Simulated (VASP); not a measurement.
Ge, 2 atoms in the cell. The structure is cubic, space group Fd-3m (No. 227). Conventional cell: a = 5.658 Å, b = 5.658 Å, c = 5.658 Å, α = 90.00°, β = 90.00°, γ = 90.00°. Within 3.2 Å of Ge (site symmetry -43m) lie 4 Ge at 2.45 Å. 

| Property | Result |
| --- | --- |
| Program | VASP 6.6.1 |
| Task | single point |
| Functional | BLYP |
| Potentials or basis | VASP PAW PBE potentials, release 64 (Ge_d) |
| Cutoff | 500 eV |
| k mesh | 8 × 8 × 8 |
| Occupations | methfessel-paxton, width 0.1 eV |
| Spin | non-collinear spin, typed start, spin-orbit coupling |
| Starting moments | [[0.5, 0.0, 0.0], [-0.5, 0.0, 0.0]] μB |
| Dipole correction | no |
| Further INCAR settings | ALGO = Normal; EDIFF = 1e-06; NBANDS = 40 |

Potentials or basis: VASP PAW PBE potentials, release 64 (Ge_d).

Run with:

```console
$ cat potpaw_PBE.64/Ge_d/POTCAR > POTCAR
$ mpirun -np 1 vasp_ncl > vasp.out
```

Hardware: 1 thread of Intel(R) Xeon(R) Platinum 8259CL CPU @ 2.50GHz (Skylake/Cascade Lake), on a shared host.

Q: How long does it take, and how much memory?

A: Run time: 6.4 min on 1 thread of Intel(R) Xeon(R) Platinum 8259CL CPU @ 2.50GHz (Skylake/Cascade Lake) (shared host), peak memory 0.39 GiB. Counts: scf iterations 13, k points 87.
